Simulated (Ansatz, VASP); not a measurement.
Given: the input of a run of VASP 6.6.1 on SnSe.

Contents of POSCAR:

```
SnSe
1.0
    0.0000000000      3.3908400000      3.3908400000
    3.3908400000      0.0000000000      3.3908400000
    3.3908400000      3.3908400000      0.0000000000
Sn Se
1 1
Direct
    0.0000000000      0.0000000000      0.0000000000
    0.7500000000      0.7500000000      0.7500000000
```

INCAR.step1

```
  ALGO = Normal
  EDIFF = 1E-5
  ENCUT = 600
  GGA = PE
  ISMEAR = -1
  LASPH = T
  LCHARG = F
  LREAL = F
  LWAVE = T
  NBANDS = 17
  NELM = 80
  PREC = Accurate
  SIGMA = 0.05
```

Contents of INCAR.step2:

```
  AEXX = 0.25
  ALGO = Normal
  EDIFF = 1E-6
  EDIFFG = -0.01
  ENCUT = 600
  GGA = PE
  HFSCREEN = 0.3
  IBRION = 2
  ISIF = 3
  ISMEAR = -1
  ISTART = 1
  LASPH = T
  LCHARG = F
  LHFCALC = T
  LREAL = F
  LWAVE = F
  NELM = 80
  NSW = 60
  PREC = Accurate
  PRECFOCK = Normal
  SIGMA = 0.05
```

Contents of KPOINTS:

```
k-points
0
Gamma
  4 4 4
```

Potentials or basis: VASP PAW PBE potentials, release 64 (Sn_d, Se).

Run with:

```console
$ cat potpaw_PBE.64/Sn_d/POTCAR potpaw_PBE.64/Se/POTCAR > POTCAR
$ cp INCAR.step1 INCAR
$ mpirun -np 1 vasp_std > vasp.out
$ cp INCAR.step2 INCAR
$ mpirun -np 1 vasp_std > vasp.out
```

Q: Translate it to Ansatz 0.2.0. Potentials there: Ansatz PAW.

A: As run (the cutoff follows the program's own potentials):

Contents of input:

```
crystal:
  lattice:
    - [0.0, 3.39084, 3.39084]
    - [3.39084, 0.0, 3.39084]
    - [3.39084, 3.39084, 0.0]
  atoms:
    - { symbol: Sn, position: [0.0, 0.0, 0.0] }
    - { symbol: Se, position: [0.75, 0.75, 0.75] }
hamiltonian:
  xc: { exchange: pbe, correlation: pbe, exx: { coeff: 0.25, omega: 0.3 } }
  pseudopotentials: { kind: paw }
kpoints:
  mp_grid: { grid: [4, 4, 4] }
scf:
  occupations: { method: fermi_dirac, width: 0.05 }
output:
  forces: true
  stress: true
  eigenvalues: true
relax:
  f_tol: 0.01
  max_steps: 40
  cell: { stress_tol: 0.05 }
```

Both were run:

|  | VASP | Ansatz | Ansatz less VASP |
| --- | --- | --- | --- |
| relaxed volume (Å³/atom) | 38.05 | 38.09 | +0.040 |
| relaxed cell length with the largest relative difference (Å) | 4.757 | 4.758 | +0.0017 |

VASP's potentials were made for PBE, not for PBE-based screened hybrid. VASP's potentials hold 20 valence electrons a cell and Ansatz's 30, so a difference there can come from the potentials and not from the codes.

Noted on Ansatz's run: the plane-wave basis is chosen anew once the cell has moved, so the energies of steps on either side of that aren't comparable.
